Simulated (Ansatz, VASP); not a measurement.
One calculation of NbAs, two programs

Contents of INCAR:

```
SYSTEM = NbAs
PREC = Accurate
ENCUT = 520
EDIFF = 1E-6
ISMEAR = 0
SIGMA = 0.05
LREAL = .False.
LASPH = .True.
NELM = 100
ALGO = Normal
ISIF = 2
LWAVE = .False.
LCHARG = .False.
GGA = PS
NBANDS = 16
```

File KPOINTS:

```
regular mesh
0
Gamma
  10 10 10
  0 0 0
```

File POSCAR:

```
NbAs
1.0
    0.0000000000      2.6394687588      2.6394687588
    2.6394687588      0.0000000000      2.6394687588
    2.6394687588      2.6394687588      0.0000000000
Nb As
1 1
Direct
    0.5000000000      0.5000000000      0.5000000000
    0.0000000000      0.0000000000      0.0000000000
```

Input for Ansatz:

```yaml
crystal:
  lattice:
    - [0.0, 2.6394687588, 2.6394687588]
    - [2.6394687588, 0.0, 2.6394687588]
    - [2.6394687588, 2.6394687588, 0.0]
  atoms:
    - { symbol: Nb, position: [0.5, 0.5, 0.5] }
    - { symbol: As, position: [0.0, 0.0, 0.0] }
basis:
  ecutwfc: 420
  ecutrho_ratio: 4
kpoints:
  mp_grid: { grid: [10, 10, 10] }
hamiltonian:
  xc: pbesol
scf:
  occupations: { method: gaussian, width: 0.05 }
output:
  forces: true
  stress: true
  eigenvalues: true
```

Alike in both runs: task single point; functional PBEsol; k mesh 10 × 10 × 10; occupations gaussian, width 0.05 eV; no spin polarisation.

|  | VASP | Ansatz |
| --- | --- | --- |
| version | VASP 6.6.1 | Ansatz 0.2.0 |
| potentials or method | VASP PAW PBE potentials, release 64 (Nb_sv, As), cutoff 520 eV | scalar-relativistic, plane waves, PAW |
| valence electrons in the cell | 18 | 28 |

|  | VASP | Ansatz | Ansatz less VASP |
| --- | --- | --- | --- |
| gap on the k mesh at the Fermi level (eV) | none | none | - |
| pressure (GPa) | -5.6 | -5.7 | -0.14 |

VASP's potentials were made for PBE, not for PBEsol. A gap of «none» marks a metal or a gap that the smearing closes. The functional is the same, so the differences come from potentials, cutoffs and numerics. VASP's potentials hold 18 valence electrons a cell and Ansatz's 28, so a difference there can come from the potentials and not from the codes.
